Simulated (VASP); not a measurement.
# W in VASP: a series of runs

W is run at these levels: PBE, PBEsol+D3(BJ), PBEsol; tasks: single point, relaxation of cell and atoms.

Program: VASP 6.6.1. These are calculated values, not measurements. Logs are shortened: lines on timing, memory, paths and dates and some standing lists are left out, and cuts for length are marked.

**1. The cell of the first run**

It takes space group Im-3m (No. 229, cubic). Conventional cell: a = 3.165 Å, b = 3.165 Å, c = 3.165 Å, α = 90.00°, β = 90.00°, γ = 90.00°. Within 3.6 Å of W (site symmetry m-3m) lie 14 W at 2.74 to 3.16 Å.

**2. Single point, PBE**

INCAR

```
SYSTEM = W
  ALGO = Normal
  EDIFF = 1E-7
  ENCUT = 520
  GGA = PE
  ISIF = 2
  ISMEAR = 0
  LASPH = .TRUE.
  LCHARG = .FALSE.
  LREAL = .FALSE.
  LWAVE = .FALSE.
  NBANDS = 13
  NELM = 80
  PREC = Accurate
  SIGMA = 0.025
```

KPOINTS

```
k-points
0
G
  12 12 12
  0 0 0
```

POSCAR

```
W
1.0
   -1.5823450000      1.5823450000      1.5823450000
    1.5823450000     -1.5823450000      1.5823450000
    1.5823450000      1.5823450000     -1.5823450000
W
1
Direct
    0.0000000000      0.0000000000      0.0000000000
```

Potentials or basis: VASP PAW PBE potentials, release 64 (W_sv).

Started as:

```console
cat potpaw_PBE.64/W_sv/POTCAR > POTCAR
mpirun -np 1 vasp_std > vasp.out
```

OUTCAR:

```text
SYSTEM = W
   EDIFF = 1E-7
   ENCUT = 520
   GGA = PE
   ISIF = 2
   ISMEAR = 0
   LASPH = .TRUE.
   LREAL = .FALSE.
   NELM = 80
   PREC = Accurate

 ion  position               nearest neighbor table
   1  0.000  0.000  0.000-

  LATTYP: Found a body centered cubic cell.
 ALAT       =     3.1646900000

  Lattice vectors:

 A1 = (  -1.5823450000,   1.5823450000,   1.5823450000)
 A2 = (   1.5823450000,  -1.5823450000,   1.5823450000)
 A3 = (   1.5823450000,   1.5823450000,  -1.5823450000)

Analysis of symmetry for initial positions (statically):
=====================================================================
 Subroutine PRICEL returns:
 Original cell was already a primitive cell.

 Routine SETGRP: Setting up the symmetry group for a
 body centered cubic supercell.

 Subroutine GETGRP returns: Found 48 space group operations
 (whereof 48 operations were pure point group operations)
 out of a pool of 48 trial point group operations.

The static configuration has the point symmetry O_h .

Analysis of symmetry for dynamics (positions and initial velocities):
=====================================================================
 Subroutine PRICEL returns:
 Original cell was already a primitive cell.

 Routine SETGRP: Setting up the symmetry group for a
 body centered cubic supercell.

 Subroutine GETGRP returns: Found 48 space group operations
 (whereof 48 operations were pure point group operations)
 out of a pool of 48 trial point group operations.

The dynamic configuration has the point symmetry O_h .

 Subroutine INISYM returns: Found 48 space group operations
 (whereof 48 operations are pure point group operations),
 and found     1 'primitive' translations

----------------------------------------------------------------------------------------

                                     Primitive cell

  volume of cell :      15.8476

  direct lattice vectors                    reciprocal lattice vectors
    -1.582345000  1.582345000  1.582345000     0.000000000  0.315986716  0.315986716
     1.582345000 -1.582345000  1.582345000     0.315986716  0.000000000  0.315986716
     1.582345000  1.582345000 -1.582345000     0.315986716  0.315986716  0.000000000

  length of vectors
     2.740701935  2.740701935  2.740701935     0.446872699  0.446872699  0.446872699

  position of ions in fractional coordinates (direct lattice)
     0.000000000  0.000000000  0.000000000

[... 76 lines left out ...]
   LREAL  =      F    real-space projection
   EDIFFG = 0.1E-05   stopping-criterion for IOM
   NSW    =      0    number of steps for IOM
   IBRION =     -1    ionic relax: 0-MD 1-quasi-New 2-CG
   NFREE  =      0    steps in history (QN), initial steepest desc. (CG)
   ISIF   =      2    stress and relaxation
   ISYM   =      2    0-nonsym 1-usesym 2-fastsym
   POTIM  = 0.5000    time-step for ionic-motion
   TEBEG  =    0.0;   TEEND  =   0.0 temperature during run
   PSTRESS=    0.0 pullay stress
   NELECT =      14.0000    total number of electrons
   NUPDOWN=      -1.0000    fix difference up-down
   EMIN   =  10.00;   EMAX   =-10.00  energy-range for DOS
   EFERMI =   0.00;   METHOD = LEGACY
   ISMEAR =     0;   SIGMA  =   0.03  broadening in eV -4-tet -1-fermi 0-gaus
   EFERMI_NEDOS =   21; number of points for ismear=-14 and -15
   IALGO  =     38    algorithm
   IMIX   =      4    mixing-type and parameters
     AMIX     =   0.40;   BMIX     =  1.00
     AMIX_MAG =   1.60;   BMIX_MAG =  1.00
  volume/ion in A,a.u.               =      15.85       106.94
  Fermi-wavevector in a.u.,A,eV,Ry     =   1.570832  2.968442 33.572544  2.467512
  Thomas-Fermi vector in A             =   2.672506
   LORBIT       =      0    0 simple, 1 ext, 2 COOP (PROOUT), +10 PAW based schemes
   GGA     = PE    functional components
   LHFCALC =     F    Hartree Fock is set to
   AEXX    =    0.0000 exact exchange contribution
   IVDW    =     0    specifies the selected vdW correction
   LEPSILON=     F    determine dielectric tensor
   LRPA    =     F    only Hartree local field effects (RPA)
 non-spin polarized calculation
 Gauss-broadening in eV      SIGMA  =   0.03
  energy-cutoff  :      520.00
  volume of cell :       15.85
 maximum number of plane-waves:       438
   NGX = 11   NGY = 11   NGZ = 11

 number of electron      14.0000004 magnetization

 Free energy of the ion-electron system (eV)
  ---------------------------------------------------
  ext. energy  EPLUGINS =         0.00000000
  ---------------------------------------------------
  free energy    TOTEN  =       -12.94785927 eV

  energy without entropy =      -12.94746257  energy(sigma->0) =      -12.94766092

 E-fermi :  11.3321     XC(G=0): -13.6445

 val. band max:       11.3191038289   @ k =  -0.2500   0.3333   0.1667
 cond. band min:      11.3683373829   @ k =  -0.1667   0.1667   0.0833
 fundamental gap:      0.0492335540
 Fermi energy:        11.3320817173

 k-point     1 :       0.0000    0.0000    0.0000
  band No.  band energies     occupation
      1     -62.7507      2.00000
      2     -26.3107      2.00000
      3     -26.3107      2.00000
      4     -26.3107      2.00000
      5       1.8093      2.00000
      6      10.2116      2.00000
      7      10.2116      2.00000
      8      10.2116      2.00000
      9      13.7038      0.00000
     10      13.7038      0.00000
     11      25.9663      0.00000
     12      25.9663      0.00000
     13      25.9663      0.00000
[... 354 lines left out ...]
  band No.  band energies     occupation
      1     -62.6141      2.00000
      2     -27.5137      2.00000
      3     -26.7888      2.00000
      4     -26.4044      2.00000
      5       5.8323      2.00000
      6       7.8319      2.00000
      7      11.1705      2.00000
      8      13.8448      0.00000
      9      14.6165      0.00000
     10      18.8684      0.00000
     11      21.3779      0.00000
     12      23.6597      0.00000
     13      27.4852      0.00000

 [... further k-points ...]
[... 5 lines left out ...]
  --------------------------------------------------------------------------------------
  -------------------------------------------------------------------------------------
  Total        0.6583840      0.6583840      0.6583840      0.0000000     -0.0000000      0.0000000
  in kB       66.5619944     66.5619944     66.5619944      0.0000000     -0.0000000      0.0000000
  external PRESSURE =      66.5619944 kB  Pullay stress =       0.0000000 kB

 VOLUME and BASIS-vectors are now :
 -----------------------------------------------------------------------------
  energy-cutoff  :      520.00
  volume of cell :       15.85
      direct lattice vectors                 reciprocal lattice vectors
    -1.582345000  1.582345000  1.582345000     0.000000000  0.315986716  0.315986716
     1.582345000 -1.582345000  1.582345000     0.315986716  0.000000000  0.315986716
     1.582345000  1.582345000 -1.582345000     0.315986716  0.315986716  0.000000000

 POSITION                                       TOTAL-FORCE (eV/Angst)
 -----------------------------------------------------------------------------------
      0.00000      0.00000      0.00000        -0.000000     -0.000000      0.000000
 -----------------------------------------------------------------------------------
    total drift:                                0.000000     -0.000000      0.000000

  FREE ENERGIE OF THE ION-ELECTRON SYSTEM (eV)
  ---------------------------------------------------
  free  energy   TOTEN  =       -12.9478592724 eV

  energy  without entropy=      -12.9474625672  energy(sigma->0) =      -12.94766092
```

stdout:

```text
POSCAR found type information on POSCAR W
 POSCAR found :  1 types and       1 ions
 scaLAPACK will be used
 LDA part: xc-table for (Slater+PW92), standard interpolation
 POSCAR, INCAR and KPOINTS ok, starting setup
 FFT: planning ... GRIDC
 FFT: planning ... GRID_SOFT
 FFT: planning ... GRID
 WAVECAR not read
 entering main loop
```

Run time: 9.6 s. Hardware: 1 thread of Intel Xeon 6975P-C (Granite Rapids), shared host; peak memory 0.13 GiB.

Results:

```
Free energy            : -12.9479 eV
Pressure               : 6.7 GPa
Band gap on the k mesh : zero (band 7 reaches 16.61 eV, above the bottom of band 8 at 10.21 eV)
```

Caveat: spin-orbit coupling is left out, which moves the levels of the heavy elements.

**3. Relaxation of cell and atoms, PBEsol+D3(BJ)**

INCAR

```
PREC = Accurate
ENCUT = 600
EDIFF = 1E-7
ISMEAR = -1
SIGMA = 0.05
LREAL = False
LASPH = True
NELM = 80
ALGO = Normal
ISIF = 3
LWAVE = False
LCHARG = False
GGA = PS
IVDW = 12
IBRION = 2
NSW = 80
EDIFFG = -0.005
```

KPOINTS

```
Automatic mesh
0
Gamma
  12 12 12
```

POSCAR is that of step 2.

Potentials or basis: VASP PAW PBE potentials, release 64 (W_sv).

Started as:

```console
cat potpaw_PBE.64/W_sv/POTCAR > POTCAR
mpirun -np 1 vasp_std > vasp.out
```

Run time: 29 s. Hardware: 1 thread of Intel Xeon 6975P-C (Granite Rapids), shared host; peak memory 0.17 GiB.

Results (log left out):

- Free energy: -14.5654 eV
- Relaxed volume: 15.36 Å³/atom
- Relaxed cell: a = 2.712 Å, b = 2.712 Å, c = 2.712 Å, α = 109.47°, β = 109.47°, γ = 109.47°
- Space group after relaxing (to 0.05 Å): Im-3m (No. 229)
- Energy gained by relaxing: 15.5 meV/atom
- Ionic steps: 7
- Pressure after relaxing: 0.0 GPa
- Band gap on the k mesh: zero (band 7 reaches 17.15 eV, above the bottom of band 8 at 10.45 eV)
- Dispersion energy per atom: -0.768 eV

The path:
```csv
step,energy change (eV),largest force (eV/Å),pressure (GPa),volume (Å³)
1,0.0000,0.0000,-9.87,15.85
2,0.2057,0.0000,47.56,13.71
3,-0.0154,0.0000,-0.44,15.38
4,-0.0155,0.0000,-0.06,15.36
5,-0.0155,0.0000,0.15,15.35
6,-0.0154,0.0000,-0.43,15.38
7,-0.0155,0.0000,0.02,15.36
```

Final structure:
```
W
1.0
    -1.56587    1.56587    1.56587
     1.56587   -1.56587    1.56587
     1.56587    1.56587   -1.56587
W
1
Direct
  0.00000 0.00000 0.00000
```

Levels at points of the mesh, in eV from the Fermi level:
```
           k point  band 3  band 4  band 5  band 6  band 7  band 8  band 9  band 10  band 11
(0.00, 0.00, 0.00)  -37.55  -37.55   -9.77   -1.23   -1.23   -1.23    2.37     2.37    14.67
(0.50, 0.00, 0.00)  -38.02  -37.56   -6.44   -3.67    0.87    2.29    3.30     6.52    11.64
(0.50, 0.50, 0.50)  -38.55  -38.55   -6.06   -6.06    5.47    5.47    5.47     8.57     8.57
```

Caveat: the PAW data sets were made with another functional, which shifts forces and pressure a little; spin-orbit coupling is left out, which moves the levels of the heavy elements; pairwise dispersion overbinds metals, which lowers pressure and volume.

**4. Single point, PBEsol**

INCAR

```
  PREC = Accurate
  ENCUT = 520
  EDIFF = 1E-6
  ISMEAR = -1
  SIGMA = 0.05
  LREAL = False
  LASPH = True
  NELM = 100
  ALGO = Normal
  ISIF = 2
  LWAVE = False
  LCHARG = False
  GGA = PS
  NBANDS = 13
```

KPOINTS

```
Automatic mesh
0
Gamma
  10 10 10
```

POSCAR is that of step 3.

Started as:

```console
cat potpaw_PBE.64/W_sv/POTCAR > POTCAR
mpirun -np 1 vasp_std > vasp.out
```

It took 14 s on 1 thread of AMD EPYC 7R13, shared host; peak memory 0.1 GiB.

It converged, with:

```
Free energy            : -13.7998 eV
Pressure               : -2.3 GPa
Band gap on the k mesh : zero (band 7 reaches 16.45 eV, above the bottom of band 8 at 10.03 eV)
```

Levels at points of the mesh, in eV from the Fermi level:
```csv
k point,band 4,band 5,band 6,band 7,band 8,band 9,band 10,band 11
"(0.00, 0.00, 0.00)",-37.85,-9.79,-1.38,-1.38,-1.38,2.10,2.10,14.41
"(0.50, 0.00, 0.00)",-37.86,-6.43,-3.72,0.56,1.99,2.97,6.02,10.93
"(0.50, 0.50, 0.50)",-38.76,-5.99,-5.99,5.03,5.03,5.03,8.12,8.12
```

Caveat: the PAW data sets were made with another functional, which shifts forces and pressure a little; spin-orbit coupling is left out, which moves the levels of the heavy elements.

**5. Single point, PBEsol**

This run uses another cell than the first one, of 15.21 Å³/atom, 0.960 times its volume.

INCAR

```
SYSTEM = W
  PREC = Accurate
  ENCUT = 520
  EDIFF = 1E-6
  ISMEAR = -1
  SIGMA = 0.05
  LREAL = .FALSE.
  LASPH = .TRUE.
  NELM = 60
  ALGO = Fast
  ISIF = 2
  LWAVE = .FALSE.
  LCHARG = .FALSE.
  GGA = PS
  NBANDS = 13
```

KPOINTS

```
Automatic mesh
0
G
  10 10 10
  0 0 0
```

POSCAR

```
W
1.0
   -1.5823450000      1.5823450000      1.5190512000
    1.5823450000     -1.5823450000      1.5190512000
    1.5823450000      1.5823450000     -1.5190512000
W
1
Direct
    0.0000000000      0.0000000000      0.0000000000
```

Started as:

```console
cat potpaw_PBE.64/W_sv/POTCAR > POTCAR
mpirun -np 1 vasp_std > vasp.out
```

Wall time 37 s (1 thread of AMD EPYC 7R13, shared host); peak memory 0.11 GiB.

Results (log left out):

```
Free energy            : -13.7617 eV
Pressure               : 12.3 GPa
Band gap on the k mesh : zero (band 7 reaches 17.29 eV, above the bottom of band 8 at 10.64 eV)
```

Stress tensor (GPa, compression positive):
```
 7.32  0.00  0.00
 0.00  7.32  0.00
 0.00  0.00 22.21
```

Levels at points of the mesh, in eV from the Fermi level:
```tsv
k point	band 5	band 6	band 7	band 8	band 9	band 10
(0.00, 0.00, 0.00)	-9.96	-1.78	-1.19	-1.19	1.83	2.62
(0.50, 0.00, 0.00)	-6.65	-4.06	0.89	2.26	3.50	6.46
(0.50, 0.50, 0.00)	-6.65	-3.47	0.54	1.65	2.93	6.35
(0.50, 0.50, 0.50)	-6.34	-6.22	5.32	5.32	5.51	8.14
```

Caveat: the PAW data sets were made with another functional, which shifts forces and pressure a little; spin-orbit coupling is left out, which moves the levels of the heavy elements.

**6. The runs side by side**

| task | level | cell | k mesh | cutoff (eV) | smearing | gap on the mesh (eV) | pressure (GPa) |
| --- | --- | --- | --- | --- | --- | --- | --- |
| single point | PBE | a = 2.741 Å, angles 109.5°, 1 atom | 12 × 12 × 12 | 520 | gaussian 0.025 eV | none | 6.7 |
| relaxation of cell and atoms | PBEsol+D3(BJ) | relaxed from a = 2.741 Å, angles 109.5°, 1 atom | 12 × 12 × 12 | 600 | fermi-dirac 0.05 eV | none | 0.0 |
| single point | PBEsol | a = 2.741 Å, angles 109.5°, 1 atom | 10 × 10 × 10 | 520 | fermi-dirac 0.05 eV | none | -2.3 |
| single point | PBEsol | a = 2.705 Å, angles 108.4, 108.4, 111.7°, 1 atom | 10 × 10 × 10 | 520 | fermi-dirac 0.05 eV | none | 12.3 |

Alike in all rows: potentials or basis VASP PAW PBE potentials, release 64 (W_sv); no spin polarisation.

Caveats: spin-orbit coupling is left out, which moves the levels of the heavy elements; the PAW data sets were made with another functional, which shifts forces and pressure a little (some runs); pairwise dispersion overbinds metals, which lowers pressure and volume (some runs).

Total energies depend on the potentials used, so only differences within one code and one set of settings carry meaning.
